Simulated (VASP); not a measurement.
Runs of VASP 6.6.1 on GaN. The structure is that of space group F-43m (No. 216), or close to it. The cells are those of the table. 

```tsv
level	potentials or basis	spin	cell	k mesh	cutoff (eV)	grid for exact exchange (PRECFOCK)	share of exact exchange	screening parameter	gap on the mesh (eV)	pressure (GPa)	moment (μB)
HSE06	VASP PAW PBE potentials, release 64 (Ga_d, N)	off	a = 3.183, b = 3.183, c = 3.117 Å, angles 60.7, 60.7, 58.6°, 2 atoms	6 × 6 × 6	520	Normal	0.25	0.2079 1/Å	(b)	3.8	-
r2SCAN	VASP PAW PBE potentials, release 64 (Ga_d, N_h)	off	a = 3.180 Å, angles 60.0°, 2 atoms	10 × 10 × 10	1460	-	-	-	(a)	1.1	-
r2SCAN	VASP PAW PBE potentials, release 64 (Ga_d, N)	non-collinear, zero start, SOC	a = 3.182, b = 3.182, c = 3.149 Å, angles 60.3, 60.3, 59.3°, 2 atoms	10 × 10 × 10	520	-	-	-	-	3.1	0.00
r2SCAN	VASP PAW PBE potentials, release 64 (Ga_d, N)	non-collinear, zero start, SOC	a = 3.183, b = 3.183, c = 3.117 Å, angles 60.7, 60.7, 58.6°, 2 atoms	10 × 10 × 10	520	-	-	-	-	5.1	0.00
```

Alike in all rows: task single point; smearing gaussian 0.01 eV.

Question: Fill in the values left out.

Answer: (a) 2.16; (b) 3.10.

Caveats: the structure was generated, so it needn't be the stable form of GaN; the PAW data sets were made with another functional, which shifts forces and pressure a little; the stress differs along the axes, from -0 to 6 GPa (at least some runs); the cell stands under pressure (at least some runs); the stress differs along the axes, from 1 to 7 GPa (at least some runs).

A k mesh can miss the band edges, and rows without SOC leave out spin-orbit coupling on Ga.
